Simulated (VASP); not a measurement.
Set up this calculation in VASP 6.6.1, as the native input.

* Task: electric field gradients
* Functional: PBE
* Potentials or basis: VASP PAW PBE potentials, release 64 (Sr_sv, Ti_sv, O)
* Cutoff: 520 eV
* k mesh: 7 × 7 × 7
* Occupations: fermi-dirac, width 0.05 eV
* Spin: no spin polarisation
* Dipole correction: no
* Further INCAR settings: ALGO = Normal; EDIFF = 1e-08; NBANDS = 28

The structure of SrTiO3 lies in POSCAR:

```
SrTiO3
1.0
    3.7878500000      0.0000000000      0.0000000000
    0.0000000000      3.7878500000      0.0000000000
    0.0000000000      0.0000000000      3.9050000000
Sr Ti O
1 1 3
Direct
    0.0000000000      0.0000000000      0.0000000000
    0.5000000000      0.5000000000      0.5000000000
    0.0000000000      0.5000000000      0.5000000000
    0.5000000000      0.0000000000      0.5000000000
    0.5000000000      0.5000000000      0.0000000000
```

This cell differs from its parent crystal: equal xx and yy strain of -3 %.

These files were run (other wordings do the same):

INCAR

```
PREC = Accurate
ENCUT = 520
EDIFF = 1E-8
ISMEAR = -1
SIGMA = 0.05
LREAL = False
LASPH = True
NELM = 120
ALGO = Normal
ISIF = 2
LWAVE = False
LCHARG = False
GGA = PE
LEFG = True
NBANDS = 28
GGA_COMPAT = False
```

KPOINTS

```
regular mesh
0
Gamma
  7 7 7
```

Potentials or basis: VASP PAW PBE potentials, release 64 (Sr_sv, Ti_sv, O).

Run with:

```sh
$ cat potpaw_PBE.64/Sr_sv/POTCAR potpaw_PBE.64/Ti_sv/POTCAR potpaw_PBE.64/O/POTCAR > POTCAR
$ mpirun -np 1 vasp_std > vasp.out
```

It gave:

```
Pressure               : 18.5 GPa
Band gap on the k mesh : 2.01 eV, indirect (least direct gap 2.25 eV)
```

Caveat: the cell differs from its parent crystal (equal xx and yy strain of -3 %); without QUAD_EFG the Cq values of the log hold for a quadrupole moment of 1 mb, not for the nuclei.

Wall time 78 s on 1 thread of AMD EPYC 7R43 64-Core Processor (Zen 3) (shared host), peak memory 0.17 GiB.
